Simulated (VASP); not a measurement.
# Mo in VASP: further runs

Mo is run at these levels: PBE; tasks: single point.

All numbers are computed with VASP 6.6.1; they aren't measurements. Logs are shortened: lines on timing, memory, paths and dates and some standing lists are left out, and cuts for length are marked.

**1. The cell of the first run**

The cell holds a slab with vacuum, 3 atoms: a = 3.161 Å, b = 3.161 Å, c = 19.161 Å, α = 90.00°, β = 90.00°, γ = 90.00°.

**2. Single point, PBE**

Input file INCAR:

```
PREC = Accurate
ENCUT = 520
EDIFF = 1E-7
ISMEAR = -1
SIGMA = 0.08
LREAL = F
LASPH = T
NELM = 100
ALGO = Normal
ISIF = 2
LWAVE = F
LCHARG = T
LDIPOL = T
IDIPOL = 3
DIPOL = 0.5 0.5 0.500
GGA = PE
LELF = T
LVHAR = T
LVACPOTAV = T
NBANDS = 28
```

Input file KPOINTS:

```
regular mesh
0
Gamma
  12 12 1
```

Input file POSCAR:

```
Mo
1.0
    3.1607300689      0.0000000000      0.0000000000
    0.0000000000      3.1607300689      0.0000000000
    0.0000000000      0.0000000000     19.1607000000
Mo
3
Direct
    0.0000000000      0.0000000000      0.4175204959
    0.5000000000      0.5000000000      0.5000000000
    0.0000000000      0.0000000000      0.5824795041
```

Potentials or basis: VASP PAW PBE potentials, release 64 (Mo_sv).

Launch:

```bash
> cat potpaw_PBE.64/Mo_sv/POTCAR > POTCAR
> mpirun -np 1 vasp_std > vasp.out
```

OUTCAR:

```text
PREC = Accurate
   ENCUT = 520
   EDIFF = 1E-7
   ISMEAR = -1
   LREAL = F
   LASPH = T
   NELM = 100
   ISIF = 2
   GGA = PE

 ion  position               nearest neighbor table
   1  0.000  0.000  0.418-   2 2.74   2 2.74   2 2.74   2 2.74   3 3.16
   2  0.500  0.500  0.500-   1 2.74   3 2.74   1 2.74   3 2.74   1 2.74   3 2.74   1 2.74   3 2.74

   3  0.000  0.000  0.582-   2 2.74   2 2.74   2 2.74   2 2.74   1 3.16

  LATTYP: Found a simple tetragonal cell.
 ALAT       =     3.1607300689
 C/A-ratio  =     6.0621121014

  Lattice vectors:

 A1 = (   3.1607300689,   0.0000000000,   0.0000000000)
 A2 = (   0.0000000000,   3.1607300689,   0.0000000000)
 A3 = (   0.0000000000,   0.0000000000,  19.1607000000)

Analysis of symmetry for initial positions (statically):
=====================================================================
 Subroutine PRICEL returns:
 Original cell was already a primitive cell.

 Routine SETGRP: Setting up the symmetry group for a
 simple tetragonal supercell.

 Subroutine GETGRP returns: Found 16 space group operations
 (whereof 16 operations were pure point group operations)
 out of a pool of 16 trial point group operations.

The static configuration has the point symmetry D_4h.

Analysis of symmetry for dynamics (positions and initial velocities):
=====================================================================
 Subroutine PRICEL returns:
 Original cell was already a primitive cell.

 Routine SETGRP: Setting up the symmetry group for a
 simple tetragonal supercell.

 Subroutine GETGRP returns: Found 16 space group operations
 (whereof 16 operations were pure point group operations)
 out of a pool of 16 trial point group operations.

The dynamic configuration has the point symmetry D_4h.

 Subroutine INISYM returns: Found 16 space group operations
 (whereof 16 operations are pure point group operations),
 and found     1 'primitive' translations

----------------------------------------------------------------------------------------

                                     Primitive cell

  volume of cell :     191.4195

  direct lattice vectors                    reciprocal lattice vectors
     3.160730069  0.000000000  0.000000000     0.316382601  0.000000000  0.000000000
[... 85 lines left out ...]
   LASPH  =      T    aspherical Exc in radial PAW
   ENCUT  =  520.0 eV  38.22 Ry    6.18 a.u.   5.88  5.88 35.63*2*pi/ulx,y,z
   NELM   =    100;   NELMIN=  2; NELMDL= -5     # of ELM steps
   EDIFF  = 0.1E-06   stopping-criterion for ELM
   LREAL  =      F    real-space projection
   EDIFFG = 0.1E-05   stopping-criterion for IOM
   NSW    =      0    number of steps for IOM
   IBRION =     -1    ionic relax: 0-MD 1-quasi-New 2-CG
   NFREE  =      0    steps in history (QN), initial steepest desc. (CG)
   ISIF   =      2    stress and relaxation
   ISYM   =      2    0-nonsym 1-usesym 2-fastsym
   POTIM  = 0.5000    time-step for ionic-motion
   TEBEG  =    0.0;   TEEND  =   0.0 temperature during run
   PSTRESS=    0.0 pullay stress
   NELECT =      42.0000    total number of electrons
   NUPDOWN=      -1.0000    fix difference up-down
   EMIN   =  10.00;   EMAX   =-10.00  energy-range for DOS
   EFERMI =   0.00;   METHOD = LEGACY
   ISMEAR =    -1;   SIGMA  =   0.08  broadening in eV -4-tet -1-fermi 0-gaus
   EFERMI_NEDOS =   21; number of points for ismear=-14 and -15
   IALGO  =     38    algorithm
   IMIX   =      4    mixing-type and parameters
     AMIX     =   0.40;   BMIX     =  1.00
     AMIX_MAG =   1.60;   BMIX_MAG =  1.00
  volume/ion in A,a.u.               =      63.81       430.59
  Fermi-wavevector in a.u.,A,eV,Ry     =   0.987406  1.865927 13.265287  0.974971
  Thomas-Fermi vector in A             =   2.118858
   LORBIT       =      0    0 simple, 1 ext, 2 COOP (PROOUT), +10 PAW based schemes
   GGA     = PE    functional components
   LHFCALC =     F    Hartree Fock is set to
   AEXX    =    0.0000 exact exchange contribution
   IVDW    =     0    specifies the selected vdW correction
   LEPSILON=     F    determine dielectric tensor
   LRPA    =     F    only Hartree local field effects (RPA)
 non-spin polarized calculation
  energy-cutoff  :      520.00
  volume of cell :      191.42
 maximum number of plane-waves:      5240
 NGX is ok and might be reduce to    24
   NGX = 11   NGY = 11   NGZ = 71

 number of electron      42.0000008 magnetization

 dipolmoment           0.000000      0.000000      0.000000 electrons x Angstroem

 Free energy of the ion-electron system (eV)
  ---------------------------------------------------
  ext. energy  EPLUGINS =         0.00000000
  ---------------------------------------------------
  free energy    TOTEN  =       -28.43591492 eV

  energy without entropy =      -28.32406850  energy(sigma->0) =      -28.37999171

 E-fermi :   0.1250     XC(G=0):  -4.5834

 val. band max:        0.1095201337   @ k =   0.1667   0.1667   0.0000
 cond. band min:       0.1254263613   @ k =   0.5000   0.0000   0.0000
 fundamental gap:      0.0159062276
 Fermi energy:         0.1249954951

 k-point     1 :       0.0000    0.0000    0.0000
  band No.  band energies     occupation
      1     -61.0506      2.00000
      2     -60.8376      2.00000
      3     -60.7343      2.00000
      4     -35.2887      2.00000
      5     -35.1811      2.00000
      6     -35.1811      2.00000
[... 733 lines left out ...]
     27       2.7590      0.00000
     28       2.8861      0.00000

 [... further k-points ...]

------------------------ aborting loop because EDIFF is reached ----------------------------------------

  FORCE on cell =-STRESS in cart. coord.  units (eV):
  Direction    XX          YY          ZZ          XY          YZ          ZX
  --------------------------------------------------------------------------------------
  -------------------------------------------------------------------------------------
  Total       -7.9114681     -7.9114681     -4.3349796      0.0000000      0.0000000      0.0000000
  in kB      -66.2188262    -66.2188262    -36.2836905      0.0000000      0.0000000      0.0000000
  external PRESSURE =     -56.2404476 kB  Pullay stress =       0.0000000 kB

 VOLUME and BASIS-vectors are now :
 -----------------------------------------------------------------------------
  energy-cutoff  :      520.00
  volume of cell :      191.42
      direct lattice vectors                 reciprocal lattice vectors
     3.160730069  0.000000000  0.000000000     0.316382601  0.000000000  0.000000000
     0.000000000  3.160730069  0.000000000     0.000000000  0.316382601  0.000000000
     0.000000000  0.000000000 19.160700000     0.000000000  0.000000000  0.052190160

 POSITION                                       TOTAL-FORCE (eV/Angst)
 -----------------------------------------------------------------------------------
      0.00000      0.00000      7.99998        -0.000000      0.000000      1.365551
      1.58037      1.58037      9.58035         0.000000     -0.000000      0.000000
      0.00000      0.00000     11.16072         0.000000     -0.000000     -1.365551
 -----------------------------------------------------------------------------------
    total drift:                                0.000000      0.000000     -0.000000

  FREE ENERGIE OF THE ION-ELECTRON SYSTEM (eV)
  ---------------------------------------------------
  free  energy   TOTEN  =       -28.4359149164 eV

  energy  without entropy=      -28.3240684995  energy(sigma->0) =      -28.37999171

 vacuum level on the upper side and lower side of the slab         4.223         4.223
```

OSZICAR:

```text
N       E                     dE             d eps       ncg     rms          rms(c)
DAV:   1     0.329859120795E+03    0.32986E+03   -0.26490E+04  2232   0.128E+03
DAV:   2    -0.203045480523E+02   -0.35016E+03   -0.34430E+03  1944   0.359E+02
DAV:   3    -0.311428539888E+02   -0.10838E+02   -0.10243E+02  1932   0.535E+01
[... 16 lines left out ...]
DAV:  20    -0.284359053955E+02   -0.21039E-04   -0.12685E-06  1564   0.638E-03    0.177E-03
DAV:  21    -0.284359136367E+02   -0.82413E-05   -0.59052E-07  1328   0.362E-03    0.258E-04
DAV:  22    -0.284359144872E+02   -0.85051E-06   -0.49962E-08  1192   0.705E-04    0.140E-04
DAV:  23    -0.284359148468E+02   -0.35959E-06   -0.13369E-08   984   0.382E-04    0.657E-05
DAV:  24    -0.284359149164E+02   -0.69514E-07   -0.51954E-09   956   0.239E-04
   1 F= -.28435915E+02 E0= -.28379992E+02  d E =-.111846E+00
```

stdout:

```text
POSCAR found type information on POSCAR Mo
 POSCAR found :  1 types and       3 ions
 scaLAPACK will be used
 LDA part: xc-table for (Slater+PW92), standard interpolation
 POSCAR, INCAR and KPOINTS ok, starting setup
 FFT: planning ... GRIDC
 FFT: planning ... GRID_SOFT
 FFT: planning ... GRID
 WAVECAR not read
 entering main loop
 -----------------------------------------------------------------------------
|                                                                             |
|           W    W    AA    RRRRR   N    N  II  N    N   GGGG   !!!           |
|           W    W   A  A   R    R  NN   N  II  NN   N  G    G  !!!           |
|           W    W  A    A  R    R  N N  N  II  N N  N  G       !!!           |
|           W WW W  AAAAAA  RRRRR   N  N N  II  N  N N  G  GGG   !            |
|           WW  WW  A    A  R   R   N   NN  II  N   NN  G    G                |
|           W    W  A    A  R    R  N    N  II  N    N   GGGG   !!!           |
|                                                                             |
|     Did not find any points to average over, which means that no vacuum     |
|     field-free region was found. Please increase the size of  your cell     |
|     in the dimension of the dipole correction to obtain accurate            |
|     workfunction values.                                                    |
|                                                                             |
 -----------------------------------------------------------------------------
```

It took 2.5 min on 1 thread of AMD EPYC 7R13 (Zen 3), shared host; peak memory 0.28 GiB.

Results:

| Property | Result |
| --- | --- |
| Free energy | -28.4359 eV |
| Largest force | 1.366 eV/Å |
| Band gap on the k mesh | zero (bands 21 and 22 overlap by 1.31 eV) |

Forces on the atoms (eV/Å):
```
Mo   0.000  0.000  1.366
Mo   0.000  0.000  0.000
Mo   0.000  0.000 -1.366
```

Levels at points of the mesh, in eV from the Fermi level:
```tsv
k point	band 17	band 18	band 19	band 20	band 21	band 22	band 23	band 24	band 25	band 26
(0.00, 0.00, 0.00)	-2.14	-0.99	-0.99	-0.51	-0.19	-0.02	0.11	0.11	0.42	1.36
(0.50, 0.00, 0.00)	-2.04	-1.69	-1.27	-1.02	0.00	0.41	0.86	1.00	1.34	1.56
(0.50, 0.50, 0.00)	-2.24	-1.78	-1.78	1.08	1.08	1.36	1.42	2.17	2.35	2.54
```

**3. Single point, PBE**

Input file INCAR:

```
SYSTEM = Mo
PREC = Accurate
ENCUT = 520
EDIFF = 1E-6
ISMEAR = -1
SIGMA = 0.08
LREAL = .FALSE.
LASPH = .TRUE.
NELM = 100
ALGO = Normal
ISIF = 2
LWAVE = .FALSE.
LCHARG = .FALSE.
LDIPOL = .TRUE.
IDIPOL = 3
DIPOL = 0.5 0.5 0.500
GGA = PE
NBANDS = 28
```

Input file KPOINTS:

```
regular mesh
0
G
  12 12 1
  0 0 0
```

Input file POSCAR:

```
Mo
1.0
    3.1607300689      0.0000000000      0.0000000000
    0.0000000000      3.1607300689      0.0000000000
    0.0000000000      0.0000000000     19.1607000000
Mo
3
Direct
    0.0000000000      0.0000000000      0.4241214591
    0.5000000000      0.5000000000      0.4999999989
    0.0000000000      0.0000000000      0.5758785420
```

Potentials or basis: VASP PAW PBE potentials, release 64 (Mo_sv).

Launch:

```bash
> cat potpaw_PBE.64/Mo_sv/POTCAR > POTCAR
> mpirun -np 1 vasp_std > vasp.out
```

Wall time 2.2 min (1 thread of AMD EPYC 7R13 (Zen 3), shared host); peak memory 0.28 GiB.

It converged, with:

```yaml
Free_energy: -28.6014 eV
Largest_force: 0.032 eV/Å
Band_gap_on_the_k_mesh: zero (bands 21 and 22 overlap by 1.36 eV)
```

Forces in eV/Å, atoms in the order of the input:
```
Mo   0.000  0.000 -0.032
Mo   0.000  0.000  0.000
Mo   0.000  0.000  0.032
```

Levels at points of the mesh, in eV from the Fermi level:
| k point | band 17 | band 18 | band 19 | band 20 | band 21 | band 22 | band 23 | band 24 | band 25 | band 26 |
| --- | --- | --- | --- | --- | --- | --- | --- | --- | --- | --- |
| (0.00, 0.00, 0.00) | -2.19 | -1.13 | -0.98 | -0.98 | -0.17 | -0.17 | -0.12 | -0.07 | 0.91 | 1.27 |
| (0.50, 0.00, 0.00) | -2.46 | -1.96 | -1.41 | -0.90 | -0.09 | 0.73 | 1.16 | 1.22 | 1.67 | 1.97 |
| (0.50, 0.50, 0.00) | -2.16 | -2.02 | -2.02 | 0.97 | 0.97 | 1.06 | 1.67 | 1.97 | 2.25 | 2.49 |

**4. Single point, PBE**

Input file INCAR:

```
ALGO = Normal ; DIPOL = 0.5 0.5 0.500
EDIFF = 1E-6 ; ENCUT = 520
GGA = PE ; IDIPOL = 3
ISIF = 2 ; ISMEAR = -1
LASPH = True ; LCHARG = False
LDIPOL = True ; LREAL = False
LWAVE = False ; NBANDS = 28
NELM = 100 ; PREC = Accurate
SIGMA = 0.08
```

Input file KPOINTS:

```
k-points
0
Gamma
  12 12 1
```

POSCAR is that of step 3.

Launch:

```bash
> cat potpaw_PBE.64/Mo_sv/POTCAR > POTCAR
> mpirun -np 1 vasp_std > vasp.out
```

Wall time 2.2 min (1 thread of AMD EPYC 7R13 (Zen 3), shared host); peak memory 0.28 GiB.

It converged, with:

| Property | Result |
| --- | --- |
| Free energy | -28.6014 eV |
| Largest force | 0.032 eV/Å |
| Band gap on the k mesh | zero (bands 21 and 22 overlap by 1.36 eV) |

Forces on the atoms (eV/Å):
```
Mo   0.000  0.000 -0.032
Mo   0.000  0.000  0.000
Mo   0.000  0.000  0.032
```

Levels at points of the mesh, in eV from the Fermi level:
| k point | band 19 | band 20 | band 21 | band 22 | band 23 | band 24 |
| --- | --- | --- | --- | --- | --- | --- |
| (0.00, 0.00, 0.00) | -0.98 | -0.98 | -0.17 | -0.17 | -0.12 | -0.07 |
| (0.50, 0.00, 0.00) | -1.41 | -0.90 | -0.09 | 0.73 | 1.16 | 1.22 |
| (0.50, 0.50, 0.00) | -2.02 | 0.97 | 0.97 | 1.06 | 1.67 | 1.97 |
